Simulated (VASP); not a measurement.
# TaN (P-6m2) in VASP: notebook, part 2 of 2

VASP 6.6.1.

## 4. Vibrations by perturbation theory, PBEsol (10.95 Å³/atom)

This run uses another cell than the first one, of 10.95 Å³/atom.

Input file INCAR:

```
SYSTEM = TaN
PREC = Accurate
ENCUT = 520
EDIFF = 1E-8
ISMEAR = -1
SIGMA = 0.08
LREAL = .FALSE.
LASPH = .TRUE.
NELM = 100
ALGO = Normal
ISIF = 2
LWAVE = .FALSE.
LCHARG = .FALSE.
GGA = PS
NBANDS = 15
IBRION = 8
NSW = 1
```

Input file KPOINTS:

```
Automatic mesh
0
G
  15 15 14
  0 0 0
```

Input file POSCAR:

```
TaN
1.0
    2.9529882564      0.0000000000      0.0000000000
   -1.4764941282      2.5573628471      0.0000000000
    0.0000000000      0.0000000000      2.8990662029
Ta N
1 1
Direct
    0.0000000000      0.0000000000      0.5000000000
    0.6666666667      0.3333333333      0.0000000000
```

Potentials or basis: VASP PAW PBE potentials, release 64 (Ta_pv, N).

On the command line:

```sh
> cat potpaw_PBE.64/Ta_pv/POTCAR potpaw_PBE.64/N/POTCAR > POTCAR
> mpirun -np 1 vasp_std > vasp.out
```

OUTCAR:

```text
SYSTEM = TaN
   PREC = Accurate
   ENCUT = 520
   EDIFF = 1E-8
   ISMEAR = -1
   LREAL = .FALSE.
   LASPH = .TRUE.
   NELM = 100
   ISIF = 2
   GGA = PS
   IBRION = 8
   NSW = 1

 ion  position               nearest neighbor table
   1  0.000  0.000  0.500-   2 2.24   2 2.24   2 2.24   2 2.24   2 2.24   2 2.24
   2  0.667  0.333  0.000-   1 2.24   1 2.24   1 2.24   1 2.24   1 2.24   1 2.24

  LATTYP: Found a hexagonal cell.
 ALAT       =     2.9529882564
 C/A-ratio  =     0.9817398348

  Lattice vectors:

 A1 = (   2.9529882564,   0.0000000000,   0.0000000000)
 A2 = (  -1.4764941282,   2.5573628471,   0.0000000000)
 A3 = (   0.0000000000,   0.0000000000,   2.8990662029)

Analysis of symmetry for initial positions (statically):
=====================================================================
 Subroutine PRICEL returns:
 Original cell was already a primitive cell.

 Routine SETGRP: Setting up the symmetry group for a
 hexagonal supercell.

 Subroutine GETGRP returns: Found 12 space group operations
 (whereof 12 operations were pure point group operations)
 out of a pool of 24 trial point group operations.

The static configuration has the point symmetry D_3h.

Analysis of symmetry for dynamics (positions and initial velocities):
=====================================================================
 Subroutine PRICEL returns:
 Original cell was already a primitive cell.

 Routine SETGRP: Setting up the symmetry group for a
[... 619 lines left out ...]
      1.47649      0.85245      0.00000         0.000000     -0.000000      0.000000
 -----------------------------------------------------------------------------------
    total drift:                               -0.000000      0.000000      0.000000

  FREE ENERGIE OF THE ION-ELECTRON SYSTEM (eV)
  ---------------------------------------------------
  free  energy   TOTEN  =       -23.7893390890 eV

  energy  without entropy=      -23.7878199093  energy(sigma->0) =      -23.78857950

[... ionic steps 2 to 3 ...]

--------------------------------------- Ionic step        4  -------------------------------------------

------------------------ aborting loop because EDIFF is reached ----------------------------------------
[... 11 lines left out ...]
[... ionic steps 8 to 8 ...]

--------------------------------------- Ionic step        9  -------------------------------------------

 Free energy of the ion-electron system (eV)
  ---------------------------------------------------
  ---------------------------------------------------
  free energy    TOTEN  =        -0.23262883 eV

  energy without entropy =       -0.23262883

------------------------ aborting loop because EDIFF is reached ----------------------------------------

 INTERNAL STRAIN TENSOR  FOR ION    2  DIRECTION 3   (eV/Angst):
 -----------------------------------------------------------------------------
     0.00343  0.00000  0.00000
     0.00000  0.00343  0.00000
     0.00000  0.00000  0.00623

 INTERNAL STRAIN TENSOR FOR ION    2 for displacements in x,y,z  (eV/Angst):
          X           Y           Z          XY          YZ          ZX
  --------------------------------------------------------------------------------
  x    -0.00000     0.00000     0.00000    -1.10314     0.00000     0.00000
  y    -1.10314     1.10314     0.00000     0.00000     0.00000     0.00000
  z     0.00000     0.00000     0.00000     0.00000     0.00000     0.00000

 SECOND DERIVATIVES (NOT SYMMETRIZED)
 ------------------------------------
               1X          1Y          1Z          2X          2Y          2Z
  1X   -12.320590    0.000000    0.000000   12.320590    0.000000    0.000000
  1Y     0.000000  -12.320590    0.000000   -0.000000   12.320590    0.000000
  1Z    -0.000000    0.000000  -12.880839    0.000000    0.000000   12.880839
  2X    12.322325   -0.000000    0.000000  -12.322325    0.000000    0.000000
  2Y     0.000000   12.322325    0.000000    0.000000  -12.322325    0.000000
  2Z     0.000000    0.000000   12.872491    0.000000    0.000000  -12.872491

 Eigenvectors and eigenvalues of the dynamical matrix
 ----------------------------------------------------

   1 f  =   15.559521 THz    97.763354 2PiTHz  519.009754 cm-1    64.348979 meV
             X         Y         Z           dx          dy          dz
      0.000000  0.000000  1.449533     0.000000    0.000000   -0.268071
      1.476494  0.852454  0.000000     0.000000    0.000000    0.963399
[... 21 lines left out ...]
   6 f/i=    0.001303 THz     0.008185 2PiTHz    0.043451 cm-1     0.005387 meV
             X         Y         Z           dx          dy          dz
      0.000000  0.000000  1.449533     0.000000    0.000000    0.963399
      1.476494  0.852454  0.000000     0.000000    0.000000    0.268071

--------------------------------------------------------------------------------------------------------

 ELASTIC MODULI CONTR FROM IONIC RELAXATION (kBar)
 Direction    XX          YY          ZZ          XY          YZ          ZX
 --------------------------------------------------------------------------------
 XX          -1.5843      1.5843      0.0000      0.0000      0.0000      0.0000
 YY           1.5843     -1.5843      0.0000     -0.0000      0.0000      0.0000
 ZZ           0.0000      0.0000      0.0000      0.0000      0.0000      0.0000
 XY           0.0000     -0.0000      0.0000     -1.5843      0.0000      0.0000
 YZ           0.0000      0.0000      0.0000      0.0000      0.0000      0.0000
 ZX           0.0000      0.0000      0.0000      0.0000      0.0000      0.0000
 --------------------------------------------------------------------------------
```

OSZICAR:

```text
N       E                     dE             d eps       ncg     rms          rms(c)
DAV:   1     0.940428722666E+02    0.94043E+02   -0.88176E+03  6480   0.111E+03
DAV:   2    -0.230982582419E+02   -0.11714E+03   -0.11095E+03  7859   0.306E+02
DAV:   3    -0.261297923136E+02   -0.30315E+01   -0.30200E+01  7390   0.475E+01
[... 76 lines left out ...]
RMM:   8    -0.232628232209E+00   -0.10875E-05   -0.85733E-09 18592   0.536E-04    0.115E-04
RMM:   9    -0.232629090324E+00   -0.85812E-06   -0.12012E-09 17708   0.184E-04    0.197E-05
RMM:  10    -0.232628754676E+00    0.33565E-06   -0.13771E-09 18274   0.506E-05    0.572E-06
RMM:  11    -0.232628814000E+00   -0.59325E-07    0.43402E-10 18439   0.149E-05    0.106E-06
RMM:  12    -0.232628829063E+00   -0.15062E-07   -0.29216E-09 17942   0.464E-06    0.439E-07
RMM:  13    -0.232628827057E+00    0.20062E-08   -0.82484E-11 11386   0.166E-06    0.774E-08
 Linear response finished
```

Run time: 9.4 min. Hardware: 1 thread of Intel Xeon 6975P-C (Granite Rapids), shared host; peak memory 0.68 GiB.

Results:

* Highest phonon frequency at Γ: 519 cm⁻¹

Phonon frequencies in cm⁻¹ (negative: imaginary):
| q point | frequencies |
| --- | --- |
| (0.000, 0.000, 0.000) | 0 0 0 508 508 519 |

Caveat: the cell stands under pressure or tension, which shifts response properties; the PAW data sets were made with another functional, which shifts forces and pressure a little; spin-orbit coupling is left out, which moves the levels of the heavy elements.
